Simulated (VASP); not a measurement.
# HC18 in VASP: a series of runs

The runs below take HC18 through single point, with PBE.

All numbers are computed with VASP 6.6.1; they aren't measurements. Logs are shortened: lines on timing, memory, paths and dates and some standing lists are left out, and cuts for length are marked.

## (1) The cell of the first run

The cell holds a slab with vacuum, 19 atoms: a = 7.398 Å, b = 7.398 Å, c = 12.000 Å, α = 90.00°, β = 90.00°, γ = 120.00°.

## (2) Single point, PBE, collinear spin

File INCAR:

```
SYSTEM = HC18
  ALGO = Normal
  EDIFF = 1E-7
  ENCUT = 520
  GGA = PE
  ISIF = 2
  ISMEAR = 0
  ISPIN = 2
  LASPH = .TRUE.
  LCHARG = .FALSE.
  LORBIT = 11
  LREAL = Auto
  LWAVE = .FALSE.
  MAGMOM = 0 0.09 0 0.09 0 0 0 0.08 0 0.09 0 0.08 0 0.08 0 0 0 0 0
  NBANDS = 56
  NELM = 150
  PREC = Accurate
  SIGMA = 0.05
```

File KPOINTS:

```
k-points
0
G
  2 2 1
  0 0 0
```

File POSCAR:

```
HC18
1.0
    7.3980000000      0.0000000000      0.0000000000
   -3.6990000000      6.4068560000      0.0000000000
    0.0000000000      0.0000000000     12.0000000000
C H
18 1
Direct
   -0.0024663666      0.0023373399      0.0809312500
    0.2190947906      0.1127429741      0.0825705000
   -0.0031383936      0.3340819585      0.0813956667
    0.2184005948      0.4449355503      0.0824296667
   -0.0028857522      0.6680062733      0.0821051667
    0.2193934674      0.7791408142      0.0823953333
    0.3306837651      0.0017262757      0.0826418333
    0.5532941995      0.1127414133      0.0825384167
    0.3262472423      0.3327510404      0.0847195000
    0.5532903965      0.4469811714      0.0956595833
    0.3305343613      0.6680062733      0.0821352500
    0.5529628201      0.7812889817      0.0808306667
    0.6644429318      0.0023332817      0.0809241667
    0.8860439667      0.1124493823      0.0811629167
    0.6661467915      0.3327437046      0.0846531667
    0.8861785903      0.4449478808      0.0823845833
    0.6676986757      0.6757712363      0.0793650833
    0.8879727157      0.7812944446      0.0808124167
    0.5861838265      0.5122211269      0.1853443333
```

Potentials or basis: VASP PAW PBE potentials, release 64 (C, H).

Started as:

```
$ cat potpaw_PBE.64/C/POTCAR potpaw_PBE.64/H/POTCAR > POTCAR
$ mpirun -np 1 vasp_std > vasp.out
```

OUTCAR:

```text
SYSTEM = HC18
   EDIFF = 1E-7
   ENCUT = 520
   GGA = PE
   ISIF = 2
   ISMEAR = 0
   ISPIN = 2
   LASPH = .TRUE.
   LORBIT = 11
   LREAL = Auto
   NELM = 150
   PREC = Accurate

 ion  position               nearest neighbor table
   1  0.998  0.002  0.081-  18 1.42   2 1.42  14 1.42
   2  0.219  0.113  0.083-   9 1.41   1 1.42   7 1.43
   3  0.997  0.334  0.081-   4 1.42  16 1.42  14 1.42
   4  0.218  0.445  0.082-   9 1.41   3 1.42  11 1.43
   5  0.997  0.668  0.082-   6 1.42  18 1.43  16 1.43
   6  0.219  0.779  0.082-  11 1.42   5 1.42   7 1.43
   7  0.331  0.002  0.083-   6 1.43   2 1.43   8 1.43
   8  0.553  0.113  0.083-  15 1.41  13 1.42   7 1.43
   9  0.326  0.333  0.085-   2 1.41   4 1.41  10 1.46
  10  0.553  0.447  0.096-  19 1.15   9 1.46  15 1.46  17 1.48
  11  0.331  0.668  0.082-   6 1.42  12 1.43   4 1.43
  12  0.553  0.781  0.081-  17 1.41  13 1.42  11 1.43
  13  0.664  0.002  0.081-  12 1.42   8 1.42  14 1.42
  14  0.886  0.112  0.081-  13 1.42   1 1.42   3 1.42
  15  0.666  0.333  0.085-   8 1.41  16 1.41  10 1.46
  16  0.886  0.445  0.082-  15 1.41   3 1.42   5 1.43
  17  0.668  0.676  0.079-  12 1.41  18 1.41  10 1.48
  18  0.888  0.781  0.081-  17 1.41   1 1.42   5 1.43
  19  0.586  0.512  0.185-  10 1.15

  LATTYP: Found a hexagonal cell.
 ALAT       =     7.3980000000
 C/A-ratio  =     1.6220600162

  Lattice vectors:

 A1 = (   7.3980000000,   0.0000000000,   0.0000000000)
 A2 = (  -3.6990000000,   6.4068560000,   0.0000000000)
 A3 = (   0.0000000000,   0.0000000000,  12.0000000000)

Analysis of symmetry for initial positions (statically):
=====================================================================
 Subroutine PRICEL returns:
 Original cell was already a primitive cell.

 Routine SETGRP: Setting up the symmetry group for a
 hexagonal supercell.

 Subroutine GETGRP returns: Found  1 space group operations
 (whereof  1 operations were pure point group operations)
 out of a pool of 24 trial point group operations.

The static configuration has the point symmetry C_1 .

Analysis of symmetry for dynamics (positions and initial velocities):
=====================================================================
 Subroutine PRICEL returns:
 Original cell was already a primitive cell.

 Routine SETGRP: Setting up the symmetry group for a
 hexagonal supercell.

 Subroutine GETGRP returns: Found  1 space group operations
 (whereof  1 operations were pure point group operations)
 out of a pool of 24 trial point group operations.

The dynamic configuration has the point symmetry C_1 .

Analysis of structural, dynamic, and magnetic symmetry:
=====================================================================
 Subroutine PRICEL returns:
 Original cell was already a primitive cell.

 Routine SETGRP: Setting up the symmetry group for a
 hexagonal supercell.

 Subroutine GETGRP returns: Found  1 space group operations
 (whereof  1 operations were pure point group operations)
 out of a pool of 24 trial point group operations.

The overall configuration has the point symmetry C_1 .

 Subroutine INISYM returns: Found  1 space group operations
 (whereof  1 operations are pure point group operations),
 and found     1 'primitive' translations

----------------------------------------------------------------------------------------

                                     Primitive cell

  volume of cell :     568.7750

  direct lattice vectors                    reciprocal lattice vectors
     7.398000000  0.000000000  0.000000000     0.135171668  0.078041398  0.000000000
    -3.699000000  6.406856000  0.000000000     0.000000000  0.156082796  0.000000000
     0.000000000  0.000000000 12.000000000     0.000000000  0.000000000  0.083333333

  length of vectors
     7.398000000  7.398000054 12.000000000     0.156082797  0.156082796  0.083333333

  position of ions in fractional coordinates (direct lattice)
     0.997533633  0.002337340  0.080931250
     0.219094791  0.112742974  0.082570500
     0.996861606  0.334081959  0.081395667
     0.218400595  0.444935550  0.082429667
     0.997114248  0.668006273  0.082105167
     0.219393467  0.779140814  0.082395333
[... 11 lines left out ...]
     0.887972716  0.781294445  0.080812417
     0.586183826  0.512221127  0.185344333

  ion indices of the primitive-cell ions
   primitive index   ion index
                 1           1
                 2           2
                 3           3
                 4           4
                 5           5
                 6           6
[... 11 lines left out ...]
                18          18
                19          19

----------------------------------------------------------------------------------------

 KPOINTS: k-points

Automatic generation of k-mesh.
 Grid dimensions read from file:
 generate k-points for:    2    2    1

 Generating k-lattice:

  Cartesian coordinates                     Fractional coordinates (reciprocal lattice)
     0.067585834  0.039020699  0.000000000     0.500000000  0.000000000  0.000000000
     0.000000000  0.078041398  0.000000000     0.000000000  0.500000000  0.000000000
     0.000000000  0.000000000  0.083333333     0.000000000  0.000000000  1.000000000

  Length of vectors
     0.078041399  0.078041398  0.083333333

  Shift w.r.t. Gamma in fractional coordinates (k-lattice)
     0.000000000  0.000000000  0.000000000

 Subroutine IBZKPT returns following result:
 ===========================================

 Found      4 irreducible k-points:

 Following reciprocal coordinates:
            Coordinates               Weight
  0.000000  0.000000  0.000000      1.000000
  0.500000  0.000000  0.000000      1.000000
  0.000000  0.500000  0.000000      1.000000
  0.500000  0.500000  0.000000      1.000000
   k-points           NKPTS =      4   k-points in BZ     NKDIM =      4   number of bands    NBANDS=     56
   number of dos      NEDOS =    301   number of ions     NIONS =     19
   total plane-waves  NPLWV = 282240
   dimension x,y,z NGX =    56 NGY =   56 NGZ =   90
   dimension x,y,z NGXF=   112 NGYF=  112 NGZF=  180
   ions per type =              18   1
   NGX,Y,Z   is equivalent  to a cutoff of  12.58, 12.58, 12.47 a.u.
   NGXF,Y,Z  is equivalent  to a cutoff of  25.17, 25.17, 24.94 a.u.
 SYSTEM =  HC18
   PREC   = accura    normal or accurate (medium, high low for compatibility)
   ISTART =      0    job   : 0-new  1-cont  2-samecut
   ICHARG =      2    charge: 1-file 2-atom 10-const
   ISPIN  =      2    spin polarized calculation?
   LNONCOLLINEAR =      F non collinear calculations
   LSORBIT =      F    spin-orbit coupling
   LASPH  =      T    aspherical Exc in radial PAW
   ENCUT  =  520.0 eV  38.22 Ry    6.18 a.u.  13.76 13.76 22.31*2*pi/ulx,y,z
   NELM   =    150;   NELMIN=  2; NELMDL= -5     # of ELM steps
   EDIFF  = 0.1E-06   stopping-criterion for ELM
   LREAL  =      T    real-space projection
   EDIFFG = 0.1E-05   stopping-criterion for IOM
   NSW    =      0    number of steps for IOM
   IBRION =     -1    ionic relax: 0-MD 1-quasi-New 2-CG
   NFREE  =      0    steps in history (QN), initial steepest desc. (CG)
   ISIF   =      2    stress and relaxation
   ISYM   =      2    0-nonsym 1-usesym 2-fastsym
   POTIM  = 0.5000    time-step for ionic-motion
   TEBEG  =    0.0;   TEEND  =   0.0 temperature during run
   PSTRESS=    0.0 pullay stress
   NELECT =      73.0000    total number of electrons
   NUPDOWN=      -1.0000    fix difference up-down
   EMIN   =  10.00;   EMAX   =-10.00  energy-range for DOS
   EFERMI =   0.00;   METHOD = LEGACY
   ISMEAR =     0;   SIGMA  =   0.05  broadening in eV -4-tet -1-fermi 0-gaus
   EFERMI_NEDOS =   21; number of points for ismear=-14 and -15
   IALGO  =     38    algorithm
   IMIX   =      4    mixing-type and parameters
     AMIX     =   0.40;   BMIX     =  1.00
     AMIX_MAG =   1.60;   BMIX_MAG =  1.00
  volume/ion in A,a.u.               =      29.94       202.01
  Fermi-wavevector in a.u.,A,eV,Ry     =   0.825789  1.560514  9.278180  0.681927
  Thomas-Fermi vector in A             =   1.937708
   LORBIT       =     11    0 simple, 1 ext, 2 COOP (PROOUT), +10 PAW based schemes
   GGA     = PE    functional components
   LHFCALC =     F    Hartree Fock is set to
   AEXX    =    0.0000 exact exchange contribution
   IVDW    =     0    specifies the selected vdW correction
   LEPSILON=     F    determine dielectric tensor
   LRPA    =     F    only Hartree local field effects (RPA)
 spin polarized calculation
 Gauss-broadening in eV      SIGMA  =   0.05
  energy-cutoff  :      520.00
  volume of cell :      568.78
 maximum number of plane-waves:     15363
 NGX is ok and might be reduce to    56
   NGX = 27   NGY = 27   NGZ = 45

 number of electron      72.9999999 magnetization      -0.0000018

 number of electron      72.9999999 magnetization       0.0000011

 Free energy of the ion-electron system (eV)
  ---------------------------------------------------
  ext. energy  EPLUGINS =         0.00000000
  ---------------------------------------------------
  free energy    TOTEN  =      -167.39719169 eV

  energy without entropy =     -167.39719110  energy(sigma->0) =     -167.39719139

 E-fermi :  -1.3557     XC(G=0):  -3.6194

 val. band max:       -1.5145469365   @ k =   0.0000   0.0000   0.0000
 cond. band min:      -1.1969474767   @ k =   0.0000   0.5000   0.0000
 fundamental gap:      0.3175994598
 Fermi energy:        -1.3557418658

 spin component 1

 k-point     1 :       0.0000    0.0000    0.0000
  band No.  band energies     occupation
      1     -21.2115      1.00000
      2     -19.0377      1.00000
      3     -18.6080      1.00000
      4     -18.5435      1.00000
      5     -18.4639      1.00000
      6     -18.4372      1.00000
[... 40 lines left out ...]
     47       3.4467      0.00000
     48       4.2301      0.00000
[... 151 lines left out ...]
     47       4.0822      0.00000
     48       4.2527      0.00000
 Fermi energy:        -1.3557418658

 spin component 2

 k-point     1 :       0.0000    0.0000    0.0000
  band No.  band energies     occupation
      1     -21.2115      1.00000
      2     -19.0377      1.00000
      3     -18.6080      1.00000
      4     -18.5435      1.00000
      5     -18.4639      1.00000
      6     -18.4372      1.00000
[... 40 lines left out ...]
     47       3.4460      0.00000
     48       4.2300      0.00000
[... 151 lines left out ...]
     47       4.0820      0.00000
     48       4.2525      0.00000
 [bands above 48 left out]

------------------------ aborting loop because EDIFF is reached ----------------------------------------

  FORCE on cell =-STRESS in cart. coord.  units (eV):
  Direction    XX          YY          ZZ          XY          YZ          ZX
  --------------------------------------------------------------------------------------
  -------------------------------------------------------------------------------------
  Total        5.2033489      5.9643815      0.2446668      0.0009976     -1.0130624     -0.0002743
  in kB       14.6572667     16.8010126      0.6891999      0.0028100     -2.8536865     -0.0007726
  external PRESSURE =      10.7158264 kB  Pullay stress =       0.0000000 kB

 VOLUME and BASIS-vectors are now :
 -----------------------------------------------------------------------------
  energy-cutoff  :      520.00
  volume of cell :      568.78
      direct lattice vectors                 reciprocal lattice vectors
     7.398000000  0.000000000  0.000000000     0.135171668  0.078041398  0.000000000
    -3.699000000  6.406856000  0.000000000     0.000000000  0.156082796  0.000000000
     0.000000000  0.000000000 12.000000000     0.000000000  0.000000000  0.083333333

 POSITION                                       TOTAL-FORCE (eV/Angst)
 -----------------------------------------------------------------------------------
      7.37111      0.01498      0.97117         0.003174      0.044273     -0.041245
      1.20383      0.72233      0.99085        -0.002009      0.038045      0.015605
      6.13901      2.14042      0.97675        -0.001974      0.030634     -0.020895
     -0.03009      2.85064      0.98916        -0.009937      0.037893     -0.002887
      4.90570      4.27982      0.98526        -0.001945      0.028567     -0.021302
     -1.25897      4.99184      0.98874        -0.004276      0.024235      0.003400
[... 11 lines left out ...]
      3.67921      5.00564      0.96975        -0.028738      0.039029     -0.098529
      2.44188      3.28173      2.22413        -0.004794     -0.834876      0.239859
 -----------------------------------------------------------------------------------
    total drift:                               -0.006162     -0.011262      0.022794

  FREE ENERGIE OF THE ION-ELECTRON SYSTEM (eV)
  ---------------------------------------------------
  free  energy   TOTEN  =      -167.3971916884 eV

  energy  without entropy=     -167.3971911009  energy(sigma->0) =     -167.39719139

 total charge

# of ion       s       p       d       tot
------------------------------------------
    1        0.863   1.804   0.000   2.667
    2        0.862   1.805   0.000   2.666
    3        0.862   1.803   0.000   2.665
    4        0.862   1.802   0.000   2.664
    5        0.861   1.781   0.000   2.642
    6        0.861   1.788   0.000   2.649
[... 11 lines left out ...]
   18        0.861   1.810   0.000   2.672
   19        0.557   0.044   0.000   0.601
--------------------------------------------------
tot         16.065  32.351   0.000  48.415

 magnetization (x)

# of ion       s       p       d       tot
------------------------------------------
    1        0.000   0.000   0.000   0.000
    2        0.000  -0.000   0.000   0.000
    3       -0.000  -0.000   0.000  -0.000
    4        0.000   0.000   0.000   0.000
    5       -0.000  -0.000   0.000  -0.000
    6       -0.000   0.000   0.000  -0.000
[... 11 lines left out ...]
   18       -0.000  -0.000   0.000  -0.000
   19       -0.000   0.000   0.000  -0.000
--------------------------------------------------
tot          0.000  -0.000   0.000  -0.000
```

Wall time 6.2 min (1 thread of Intel Xeon 6975P-C (Granite Rapids), shared host); peak memory 0.86 GiB.

Results:

```yaml
Free_energy: -167.3972 eV
Largest_force: 0.869 eV/Å
Net_moment: 0.00 μB per cell
Valence_electrons_inside_the_program's_atomic_spheres: C 2.67, 2.66, 2.64, 2.65, 2.63 (each value once); H 0.60
```

Forces on the atoms (eV/Å):
```
C    0.003  0.044 -0.041
C   -0.002  0.038  0.016
C   -0.002  0.031 -0.021
C   -0.010  0.038 -0.003
C   -0.002  0.029 -0.021
C   -0.004  0.024  0.003
C    0.003  0.030  0.007
C    0.005  0.042  0.016
C   -0.028  0.037  0.050
C    0.016  0.141  0.315
C    0.004  0.029 -0.021
C    0.026  0.043 -0.097
C   -0.002  0.045 -0.040
C   -0.002  0.039 -0.030
C    0.016  0.038  0.052
C    0.010  0.032 -0.004
C    0.002  0.117 -0.323
C   -0.029  0.039 -0.099
H   -0.005 -0.835  0.240
```

Caveat: the k points lie up to 0.49 Å⁻¹ apart; there is no dipole correction, which matters where the two faces differ.

## (3) Single point, PBE, collinear spin

File INCAR:

```
ALGO = Normal ; EDIFF = 1E-7
ENCUT = 520 ; GGA = PE
ISIF = 2 ; ISMEAR = 0
ISPIN = 2 ; LASPH = T
LCHARG = F ; LORBIT = 11
LREAL = Auto ; LWAVE = F
MAGMOM = 0 0.09 0 0.09 0 0 0 0.08 0 0.09 0 0.08 0 0.08 0 0 0 0 0 ; NBANDS = 56
NELM = 150 ; PREC = Accurate
SIGMA = 0.05
```

File KPOINTS:

```
k-points
0
Gamma
  2 2 1
```

File POSCAR:

```
HC18
1.0
    7.3980000000      0.0000000000      0.0000000000
   -3.6990000000      6.4068560000      0.0000000000
    0.0000000000      0.0000000000     12.0000000000
C H
18 1
Direct
   -0.0028114534      0.0023687125      0.0804290833
    0.2183019671      0.1122227501      0.0801420000
   -0.0028220570      0.3353426392      0.0804215000
    0.2182931250      0.4466132843      0.0801481667
   -0.0022528386      0.6691399026      0.0826120000
    0.2203764957      0.7804553435      0.0822560000
    0.3315385752      0.0028227574      0.0819114167
    0.5546113460      0.1136479421      0.0823343333
    0.3238398424      0.3321952296      0.0786676667
    0.5520211119      0.4462876956      0.0971524167
    0.3315405580      0.6692560282      0.0819280000
    0.5546184012      0.7814957914      0.0823665833
    0.6654753559      0.0030039695      0.0811924167
    0.8870130907      0.1137712476      0.0807562500
    0.6668610524      0.3335258354      0.0848041667
    0.8867376336      0.4464074111      0.0825186667
    0.6668576758      0.6738507936      0.0848759167
    0.8867379904      0.7808595979      0.0825414167
    0.4998074695      0.4199009623      0.1879415000
```

Potentials or basis: VASP PAW PBE potentials, release 64 (C, H).

Started as:

```
$ cat potpaw_PBE.64/C/POTCAR potpaw_PBE.64/H/POTCAR > POTCAR
$ mpirun -np 1 vasp_std > vasp.out
```

Run time: 9.6 min. Hardware: 1 thread of Oxide Virtual Turin-like, shared host; peak memory 0.83 GiB.

It converged, with:

- Free energy: -167.4783 eV
- Largest force: 0.769 eV/Å
- Net moment: 0.00 μB per cell
- Valence electrons inside the program's atomic spheres: C 2.67, 2.64, 2.65, 2.63, 2.66 (each value once); H 0.61

Forces on the atoms (eV/Å):
```
C   -0.039 -0.019 -0.041
C   -0.039 -0.001 -0.087
C   -0.034 -0.022 -0.041
C   -0.014 -0.032 -0.084
C   -0.019 -0.013  0.008
C   -0.024 -0.011 -0.001
C   -0.027 -0.012 -0.021
C   -0.026 -0.024 -0.008
C   -0.070 -0.040 -0.225
C   -0.084 -0.060  0.226
C   -0.022 -0.022 -0.021
C   -0.034 -0.010 -0.005
C   -0.032 -0.015 -0.020
C   -0.029 -0.017 -0.039
C   -0.022 -0.024  0.030
C   -0.031 -0.025  0.011
C   -0.039  0.000  0.024
C   -0.031 -0.015  0.010
H    0.617  0.361  0.283
```

Levels at points of the mesh, in eV from the Fermi level:
Spin up:
```tsv
k point	band 34	band 35	band 36	band 37	band 38	band 39
(0.00, 0.00, 0.00)	-3.20	-1.63	-0.25	-0.17	-0.12	2.10
(0.50, 0.00, 0.00)	-2.89	-2.75	-2.54	0.12	1.80	2.30
(0.00, 0.50, 0.00)	-2.83	-2.76	-2.54	0.22	1.69	2.26
(0.50, 0.50, 0.00)	-2.83	-2.76	-2.54	0.22	1.69	2.26
```
Spin down:
| k point | band 34 | band 35 | band 36 | band 37 | band 38 | band 39 |
| --- | --- | --- | --- | --- | --- | --- |
| (0.00, 0.00, 0.00) | -3.20 | -1.63 | -0.25 | -0.17 | -0.12 | 2.10 |
| (0.50, 0.00, 0.00) | -2.89 | -2.75 | -2.54 | 0.12 | 1.80 | 2.30 |
| (0.00, 0.50, 0.00) | -2.83 | -2.76 | -2.54 | 0.22 | 1.69 | 2.26 |
| (0.50, 0.50, 0.00) | -2.83 | -2.76 | -2.54 | 0.22 | 1.69 | 2.26 |

Caveat: the k points lie up to 0.49 Å⁻¹ apart; there is no dipole correction, which matters where the two faces differ.

(Continued in part 2 of 2.)
